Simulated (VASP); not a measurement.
# Pt (Fm-3m) in VASP: notebook

Runs on Pt. Level: LDA. Tasks: single point.

All numbers are computed with VASP 6.6.1; they aren't measurements. Logs are shortened: lines on timing, memory, paths and dates and some standing lists are left out, and cuts for length are marked.

## (1) The cell of the first run

Symmetry: Fm-3m, No. 225, cubic system. The conventional cell has a = 3.943 Å, b = 3.943 Å, c = 3.943 Å, α = 90.00°, β = 90.00°, γ = 90.00°. Pt (site symmetry m-3m) has 12 Pt at 2.79 Å within 3.7 Å.

## (2) Single point, LDA

The input, INCAR:

```
SYSTEM = Pt
ALGO = Fast
EDIFF = 1E-6
ENCUT = 520
ISIF = 2
ISMEAR = 0
LASPH = .TRUE.
LCHARG = .FALSE.
LREAL = .FALSE.
LWAVE = .FALSE.
NBANDS = 11
NELM = 60
PREC = Accurate
SIGMA = 0.1
```

The input, KPOINTS:

```
k-points
0
G
  8 8 8
  0 0 0
```

The input, POSCAR:

```
Pt
1.0
    0.0000000000      1.9715751800      1.9715751800
    1.9715751800      0.0000000000      1.9715751800
    1.9715751800      1.9715751800      0.0000000000
Pt
1
Direct
    0.0000000000      0.0000000000      0.0000000000
```

Potentials or basis: VASP PAW LDA potentials, release 64 (Pt).

On the command line:

```console
$ cat potpaw_LDA.64/Pt/POTCAR > POTCAR
$ mpirun -np 1 vasp_std > vasp.out
```

OUTCAR:

```text
SYSTEM = Pt
   EDIFF = 1E-6
   ENCUT = 520
   ISIF = 2
   ISMEAR = 0
   LASPH = .TRUE.
   LREAL = .FALSE.
   NELM = 60
   PREC = Accurate

 ion  position               nearest neighbor table
   1  0.000  0.000  0.000-

  LATTYP: Found a face centered cubic cell.
 ALAT       =     3.9431503600

  Lattice vectors:

 A1 = (   0.0000000000,   1.9715751800,   1.9715751800)
 A2 = (   1.9715751800,   0.0000000000,   1.9715751800)
 A3 = (   1.9715751800,   1.9715751800,   0.0000000000)

Analysis of symmetry for initial positions (statically):
=====================================================================
 Subroutine PRICEL returns:
 Original cell was already a primitive cell.

 Routine SETGRP: Setting up the symmetry group for a
 face centered cubic supercell.

 Subroutine GETGRP returns: Found 48 space group operations
 (whereof 48 operations were pure point group operations)
 out of a pool of 48 trial point group operations.

The static configuration has the point symmetry O_h .

Analysis of symmetry for dynamics (positions and initial velocities):
=====================================================================
 Subroutine PRICEL returns:
 Original cell was already a primitive cell.

 Routine SETGRP: Setting up the symmetry group for a
 face centered cubic supercell.

 Subroutine GETGRP returns: Found 48 space group operations
 (whereof 48 operations were pure point group operations)
 out of a pool of 48 trial point group operations.

The dynamic configuration has the point symmetry O_h .

 Subroutine INISYM returns: Found 48 space group operations
 (whereof 48 operations are pure point group operations),
 and found     1 'primitive' translations

----------------------------------------------------------------------------------------

                                     Primitive cell

  volume of cell :      15.3275

  direct lattice vectors                    reciprocal lattice vectors
     0.000000000  1.971575180  1.971575180    -0.253604329  0.253604329  0.253604329
     1.971575180  0.000000000  1.971575180     0.253604329 -0.253604329  0.253604329
     1.971575180  1.971575180  0.000000000     0.253604329  0.253604329 -0.253604329

  length of vectors
     2.788228359  2.788228359  2.788228359     0.439255582  0.439255582  0.439255582

  position of ions in fractional coordinates (direct lattice)
     0.000000000  0.000000000  0.000000000

  ion indices of the primitive-cell ions
   primitive index   ion index
                 1           1

----------------------------------------------------------------------------------------

 KPOINTS: k-points

Automatic generation of k-mesh.
 Grid dimensions read from file:
 generate k-points for:    8    8    8

 Generating k-lattice:

  Cartesian coordinates                     Fractional coordinates (reciprocal lattice)
    -0.031700541  0.031700541  0.031700541     0.125000000  0.000000000  0.000000000
     0.031700541 -0.031700541  0.031700541     0.000000000  0.125000000  0.000000000
     0.031700541  0.031700541 -0.031700541     0.000000000  0.000000000  0.125000000

  Length of vectors
     0.054906948  0.054906948  0.054906948

  Shift w.r.t. Gamma in fractional coordinates (k-lattice)
     0.000000000  0.000000000  0.000000000

 Subroutine IBZKPT returns following result:
 ===========================================

 Found     29 irreducible k-points:

 Following reciprocal coordinates:
            Coordinates               Weight
  0.000000  0.000000  0.000000      1.000000
  0.125000  0.000000  0.000000      8.000000
  0.250000  0.000000  0.000000      8.000000
  0.375000  0.000000  0.000000      8.000000
  0.500000  0.000000  0.000000      4.000000
  0.125000  0.125000  0.000000      6.000000
[... 16 lines left out ...]
  0.500000  0.250000  0.125000     48.000000
 -0.375000  0.250000  0.125000     24.000000
 [... further k-points ...]
   k-points           NKPTS =     29   k-points in BZ     NKDIM =     29   number of bands    NBANDS=     11
   number of dos      NEDOS =    301   number of ions     NIONS =      1
   total plane-waves  NPLWV =  13824
   dimension x,y,z NGX =    24 NGY =   24 NGZ =   24
   dimension x,y,z NGXF=    48 NGYF=   48 NGZF=   48
   ions per type =               1
   NGX,Y,Z   is equivalent  to a cutoff of  14.31, 14.31, 14.31 a.u.
   NGXF,Y,Z  is equivalent  to a cutoff of  28.62, 28.62, 28.62 a.u.
 SYSTEM =  Pt
   PREC   = accura    normal or accurate (medium, high low for compatibility)
   ISTART =      0    job   : 0-new  1-cont  2-samecut
   ICHARG =      2    charge: 1-file 2-atom 10-const
   ISPIN  =      1    spin polarized calculation?
   LNONCOLLINEAR =      F non collinear calculations
   LSORBIT =      F    spin-orbit coupling
   LASPH  =      T    aspherical Exc in radial PAW
   ENCUT  =  520.0 eV  38.22 Ry    6.18 a.u.   5.18  5.18  5.18*2*pi/ulx,y,z
   NELM   =     60;   NELMIN=  2; NELMDL= -5     # of ELM steps
   EDIFF  = 0.1E-05   stopping-criterion for ELM
   LREAL  =      F    real-space projection
   EDIFFG = 0.1E-04   stopping-criterion for IOM
   NSW    =      0    number of steps for IOM
   IBRION =     -1    ionic relax: 0-MD 1-quasi-New 2-CG
   NFREE  =      0    steps in history (QN), initial steepest desc. (CG)
   ISIF   =      2    stress and relaxation
   ISYM   =      2    0-nonsym 1-usesym 2-fastsym
   POTIM  = 0.5000    time-step for ionic-motion
   TEBEG  =    0.0;   TEEND  =   0.0 temperature during run
   PSTRESS=    0.0 pullay stress
   NELECT =      10.0000    total number of electrons
   NUPDOWN=      -1.0000    fix difference up-down
   EMIN   =  10.00;   EMAX   =-10.00  energy-range for DOS
   EFERMI =   0.00;   METHOD = LEGACY
   ISMEAR =     0;   SIGMA  =   0.10  broadening in eV -4-tet -1-fermi 0-gaus
   EFERMI_NEDOS =   21; number of points for ismear=-14 and -15
   IALGO  =     68    algorithm
   IMIX   =      4    mixing-type and parameters
     AMIX     =   0.40;   BMIX     =  1.00
     AMIX_MAG =   1.60;   BMIX_MAG =  1.00
  volume/ion in A,a.u.               =      15.33       103.43
  Fermi-wavevector in a.u.,A,eV,Ry     =   1.419880  2.683183 27.430132  2.016058
  Thomas-Fermi vector in A             =   2.540854
   LORBIT       =      0    0 simple, 1 ext, 2 COOP (PROOUT), +10 PAW based schemes
   GGA     = CA    functional components
   LHFCALC =     F    Hartree Fock is set to
   AEXX    =    0.0000 exact exchange contribution
   IVDW    =     0    specifies the selected vdW correction
   LEPSILON=     F    determine dielectric tensor
   LRPA    =     F    only Hartree local field effects (RPA)
 non-spin polarized calculation
 RMM-DIIS sequential band-by-band and
 Gauss-broadening in eV      SIGMA  =   0.10
  energy-cutoff  :      520.00
  volume of cell :       15.33
 maximum number of plane-waves:       428
 NGX is ok and might be reduce to    24
   NGX = 11   NGY = 11   NGZ = 11

 number of electron      10.0000001 magnetization

 Free energy of the ion-electron system (eV)
  ---------------------------------------------------
  ext. energy  EPLUGINS =         0.00000000
  ---------------------------------------------------
  free energy    TOTEN  =        -7.47925640 eV

  energy without entropy =       -7.46999449  energy(sigma->0) =       -7.47462544

 E-fermi :  10.7560     XC(G=0): -13.5990

 val. band max:       10.6105809464   @ k =  -0.3750   0.3750   0.0000
 cond. band min:      10.7627238066   @ k =  -0.2500   0.1250   0.0000
 fundamental gap:      0.1521428602
 Fermi energy:        10.7559577845

 k-point     1 :       0.0000    0.0000    0.0000
  band No.  band energies     occupation
      1       0.7619      2.00000
      2       7.0768      2.00000
      3       7.0768      2.00000
      4       7.0768      2.00000
      5       9.2055      2.00000
      6       9.2055      2.00000
      7      25.5006      0.00000
      8      30.3259      0.00000
      9      30.3259      0.00000
     10      30.3259      0.00000
     11      35.7287      0.00000

 k-point     2 :       0.1250    0.0000    0.0000
  band No.  band energies     occupation
      1       1.3637      2.00000
      2       6.8431      2.00000
      3       7.2919      2.00000
      4       7.2919      2.00000
      5       9.1076      2.00000
      6       9.1076      2.00000
      7      26.3683      0.00000
      8      27.8965      0.00000
      9      31.2428      0.00000
     10      31.2428      0.00000
     11      36.8368      0.00000

 k-point     3 :       0.2500    0.0000    0.0000
  band No.  band energies     occupation
      1       2.7801      2.00000
      2       6.7480      2.00000
      3       7.4493      2.00000
      4       7.4493      2.00000
      5       9.3748      2.00000
      6       9.3748      2.00000
      7      24.0218      0.00000
      8      27.1727      0.00000
      9      33.2389      0.00000
     10      33.2389      0.00000
     11      34.1682      0.00000

 k-point     4 :       0.3750    0.0000    0.0000
  band No.  band energies     occupation
      1       3.5707      2.00000
      2       7.1821      2.00000
      3       7.1821      2.00000
      4       8.3921      2.00000
      5      10.3065      2.00000
      6      10.3065      2.00000
      7      19.4640      0.00000
      8      25.7379      0.00000
      9      30.9929      0.00000
     10      30.9929      0.00000
     11      37.1904      0.00000

 k-point     5 :       0.5000    0.0000    0.0000
  band No.  band energies     occupation
      1       3.6194      2.00000
      2       7.0290      2.00000
      3       7.0290      2.00000
      4      10.4111      2.00000
      5      10.8274      0.31224
      6      10.8274      0.31224
      7      16.5023      0.00000
      8      25.0625      0.00000
      9      29.6047      0.00000
     10      29.6047      0.00000
     11      38.9866      0.00000
[... 211 lines left out ...]
 k-point    21 :       0.5000    0.5000    0.0000
  band No.  band energies     occupation
      1       3.8914      2.00000
      2       4.3199      2.00000
      3      10.8081      0.46057
      4      11.2588      0.00000
      5      11.2588      0.00000
      6      12.6194      0.00000
      7      19.4920      0.00000
      8      22.1093      0.00000
      9      22.1093      0.00000
     10      30.8223      0.00000
     11      34.0607      0.00000

 k-point    22 :       0.3750    0.2500    0.1250
  band No.  band energies     occupation
      1       4.0466      2.00000
      2       5.7969      2.00000
      3       7.0808      2.00000
      4       8.7019      2.00000
      5       8.8063      2.00000
      6      10.8120      0.42819
      7      24.2033      0.00000
      8      26.3892      0.00000
      9      28.6777      0.00000
     10      30.9594      0.00000
     11      34.7650      0.00000

 k-point    23 :       0.5000    0.2500    0.1250
  band No.  band energies     occupation
      1       4.8561      2.00000
      2       6.3031      2.00000
      3       6.5683      2.00000
      4       8.4306      2.00000
      5      10.0674      2.00000
      6      12.6898      0.00000
      7      19.9584      0.00000
      8      25.0515      0.00000
      9      26.9570      0.00000
     10      31.1229      0.00000
     11      34.9526      0.00000

 k-point    24 :      -0.3750    0.2500    0.1250
  band No.  band energies     occupation
      1       4.8771      2.00000
      2       6.1011      2.00000
      3       7.4322      2.00000
      4       8.1733      2.00000
      5      10.5993      1.97330
      6      15.1966      0.00000
      7      16.1995      0.00000
      8      25.3596      0.00000
      9      25.8209      0.00000
     10      29.8410      0.00000
     11      36.8214      0.00000

 [... further k-points ...]
[... 5 lines left out ...]
  --------------------------------------------------------------------------------------
  -------------------------------------------------------------------------------------
  Total       -1.0014950     -1.0014950     -1.0014950      0.0000000      0.0000000      0.0000000
  in kB     -104.6861747   -104.6861747   -104.6861747      0.0000000      0.0000000      0.0000000
  external PRESSURE =    -104.6861747 kB  Pullay stress =       0.0000000 kB

 VOLUME and BASIS-vectors are now :
 -----------------------------------------------------------------------------
  energy-cutoff  :      520.00
  volume of cell :       15.33
      direct lattice vectors                 reciprocal lattice vectors
     0.000000000  1.971575180  1.971575180    -0.253604329  0.253604329  0.253604329
     1.971575180  0.000000000  1.971575180     0.253604329 -0.253604329  0.253604329
     1.971575180  1.971575180  0.000000000     0.253604329  0.253604329 -0.253604329

 POSITION                                       TOTAL-FORCE (eV/Angst)
 -----------------------------------------------------------------------------------
      0.00000      0.00000      0.00000         0.000000      0.000000     -0.000000
 -----------------------------------------------------------------------------------
    total drift:                                0.000000     -0.000000     -0.000000

  FREE ENERGIE OF THE ION-ELECTRON SYSTEM (eV)
  ---------------------------------------------------
  free  energy   TOTEN  =        -7.4792563989 eV

  energy  without entropy=       -7.4699944869  energy(sigma->0) =       -7.47462544
```

Wall time 4.4 s (1 thread of Intel Xeon Platinum 8488C (Sapphire Rapids), shared host); peak memory 0.13 GiB.

Results:

```
Free energy            : -7.4793 eV
Pressure               : -10.5 GPa
Band gap on the k mesh : zero (band 5 reaches 11.26 eV, above the bottom of band 6 at 9.11 eV)
```

Levels at points of the mesh, in eV from the Fermi level:
```tsv
k point	band 1	band 2	band 3	band 4	band 5	band 6	band 7	band 8	band 9	band 10
(0.00, 0.00, 0.00)	-9.99	-3.68	-3.68	-3.68	-1.55	-1.55	14.74	19.57	19.57	19.57
(0.50, 0.00, 0.00)	-7.14	-3.73	-3.73	-0.34	0.07	0.07	5.75	14.31	18.85	18.85
(0.50, 0.50, 0.00)	-6.86	-6.44	0.05	0.50	0.50	1.86	8.74	11.35	11.35	20.07
```

Caveat: spin-orbit coupling is left out, which moves the levels of the heavy elements.

## (3) Single point, LDA

This run uses another cell than the first one, of 14.73 Å³/atom, 0.961 times its volume.

The input, INCAR:

```
PREC     = Accurate       # precision mode
ENCUT    = 520            # plane-wave cutoff, eV
EDIFF    = 1E-7           # SCF threshold, eV
ISMEAR   = 0              # smearing method
SIGMA    = 0.1            # smearing width, eV
LREAL    = False          # projectors in reciprocal space
LASPH    = True           # aspherical terms in the spheres
NELM     = 80             # most SCF steps
ALGO     = Normal         # electronic algorithm
ISIF     = 2              # what is computed and relaxed
LWAVE    = False          # write WAVECAR
LCHARG   = True           # write CHGCAR
LELF     = True           # ELF
LVHAR    = True         
NBANDS   = 11             # bands
```

The input, KPOINTS:

```
regular mesh
0
Gamma
  8 8 8
```

The input, POSCAR:

```
Pt
1.0
    0.0000000000      1.9456319019      1.9456319019
    1.9456319019      0.0000000000      1.9456319019
    1.9456319019      1.9456319019      0.0000000000
Pt
1
Direct
    0.0000000000      0.0000000000      0.0000000000
```

Potentials or basis: VASP PAW LDA potentials, release 64 (Pt).

On the command line:

```console
$ cat potpaw_LDA.64/Pt/POTCAR > POTCAR
$ mpirun -np 1 vasp_std > vasp.out
```

OUTCAR:

```text
PREC = Accurate
   ENCUT = 520
   EDIFF = 1E-7
   ISMEAR = 0
   LREAL = False
   LASPH = True
   NELM = 80
   ISIF = 2

 ion  position               nearest neighbor table
   1  0.000  0.000  0.000-

  LATTYP: Found a face centered cubic cell.
 ALAT       =     3.8912638038

  Lattice vectors:

 A1 = (   0.0000000000,   1.9456319019,   1.9456319019)
 A2 = (   1.9456319019,   0.0000000000,   1.9456319019)
 A3 = (   1.9456319019,   1.9456319019,   0.0000000000)

Analysis of symmetry for initial positions (statically):
[... 506 lines left out ...]
      5      11.3707      1.98384
      6      16.0871      0.00000
      7      17.2309      0.00000
      8      26.5268      0.00000
      9      26.8254      0.00000
     10      30.8469      0.00000
     11      38.0377      0.00000

 [... further k-points ...]
[... 5 lines left out ...]
  --------------------------------------------------------------------------------------
  -------------------------------------------------------------------------------------
  Total        0.0672252      0.0672252      0.0672252     -0.0000000      0.0000000      0.0000000
  in kB        7.3119015      7.3119015      7.3119015     -0.0000000      0.0000000      0.0000000
  external PRESSURE =       7.3119015 kB  Pullay stress =       0.0000000 kB

 VOLUME and BASIS-vectors are now :
 -----------------------------------------------------------------------------
  energy-cutoff  :      520.00
  volume of cell :       14.73
      direct lattice vectors                 reciprocal lattice vectors
     0.000000000  1.945631902  1.945631902    -0.256985918  0.256985918  0.256985918
     1.945631902  0.000000000  1.945631902     0.256985918 -0.256985918  0.256985918
     1.945631902  1.945631902  0.000000000     0.256985918  0.256985918 -0.256985918

 POSITION                                       TOTAL-FORCE (eV/Angst)
 -----------------------------------------------------------------------------------
      0.00000      0.00000      0.00000         0.000000      0.000000      0.000000
 -----------------------------------------------------------------------------------
    total drift:                                0.000000      0.000000      0.000000

  FREE ENERGIE OF THE ION-ELECTRON SYSTEM (eV)
  ---------------------------------------------------
  free  energy   TOTEN  =        -7.4978412312 eV

  energy  without entropy=       -7.4892246753  energy(sigma->0) =       -7.49353295
```

OSZICAR:

```text
N       E                     dE             d eps       ncg     rms          rms(c)
DAV:   1     0.390402031800E+02    0.39040E+02   -0.52460E+03   638   0.843E+02
DAV:   2    -0.739372713187E+01   -0.46434E+02   -0.44702E+02   753   0.180E+02
DAV:   3    -0.795009258437E+01   -0.55637E+00   -0.55345E+00   728   0.189E+01
DAV:   4    -0.795215598467E+01   -0.20634E-02   -0.20633E-02   719   0.134E+00
DAV:   5    -0.795217190957E+01   -0.15925E-04   -0.15925E-04   764   0.110E-01    0.141E+01
DAV:   6    -0.755334138754E+01    0.39883E+00   -0.86430E-01   695   0.746E+00    0.721E+00
DAV:   7    -0.750281335929E+01    0.50528E-01   -0.16278E-01   731   0.313E+00    0.255E+00
DAV:   8    -0.749807618991E+01    0.47372E-02   -0.62698E-03   698   0.757E-01    0.646E-01
DAV:   9    -0.749783745062E+01    0.23874E-03   -0.12170E-04   701   0.107E-01    0.217E-02
DAV:  10    -0.749784113831E+01   -0.36877E-05   -0.24336E-06   800   0.108E-02    0.267E-03
DAV:  11    -0.749784123115E+01   -0.92842E-07   -0.56567E-08   636   0.199E-03
   1 F= -.74978412E+01 E0= -.74935330E+01  d E =-.861656E-02
```

Run time: 3.9 s. Hardware: 1 thread of Intel Xeon Platinum 8488C (Sapphire Rapids), shared host; peak memory 0.12 GiB.

Results:

| Quantity | Value |
| --- | --- |
| Free energy | -7.4978 eV |
| Pressure | 0.7 GPa |
| Band gap on the k mesh | zero (band 5 reaches 12.09 eV, above the bottom of band 6 at 9.78 eV) |

Caveat: spin-orbit coupling is left out, which moves the levels of the heavy elements.
